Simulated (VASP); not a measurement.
Set up this calculation in VASP 6.6.1, as the native input.

```yaml
Task: single point
Functional: PBE
Potentials_or_basis: VASP PAW PBE potentials, release 64 (Sn_d, Se)
Cutoff: 520 eV
k_mesh: 6 × 6 × 4
Occupations: gaussian, width 0.01 eV
Spin: no spin polarisation
Dipole_correction: no
Further_INCAR_settings: ALGO = Normal; EDIFF = 1e-07; NBANDS = 20
```

The structure of SnSe2 lies in POSCAR:

```
SnSe2
1.0
    3.7594936861      0.0000000000      0.0000000000
   -1.8797468431      3.2558172212      0.0000000000
    0.0000000000      0.0000000000      6.0530709152
Sn Se
1 2
Direct
    0.0000000000      0.0000000000      0.0000000000
    0.3333333333      0.6666666667      0.2490000000
    0.6666666667      0.3333333333      0.7510000000
```

The input as run:

INCAR

```
SYSTEM = SnSe2
PREC = Accurate ; ENCUT = 520
EDIFF = 1E-7 ; ISMEAR = 0
SIGMA = 0.01 ; LREAL = .False.
LASPH = .True. ; NELM = 80
ALGO = Normal ; ISIF = 2
LWAVE = .False. ; LCHARG = .False.
GGA = PE ; NBANDS = 20
```

KPOINTS

```
regular mesh
0
Gamma
  6 6 4
  0 0 0
```

Potentials or basis: VASP PAW PBE potentials, release 64 (Sn_d, Se).

The run is started by

```bash
$ cat potpaw_PBE.64/Sn_d/POTCAR potpaw_PBE.64/Se/POTCAR > POTCAR
$ mpirun -np 1 vasp_std > vasp.out
```

Results of the run:

```yaml
Pressure: 9.3 GPa
Largest_force: 1.237 eV/Å
Band_gap_on_the_k_mesh: 0.85 eV, indirect (least direct gap 1.28 eV)
```

Caveat: spin-orbit coupling is left out, which moves the levels of the heavy elements; this functional lacks dispersion, which binds the layers, so the pressure and a relaxed spacing across them are unreliable; forces of over 1 eV/Å act on the atoms, so gaps and moduli don't describe the material at rest.

Run time: 17 s on 1 thread of AMD EPYC 9R45 96-Core Processor (Zen 5) (shared host), peak memory 0.17 GiB.
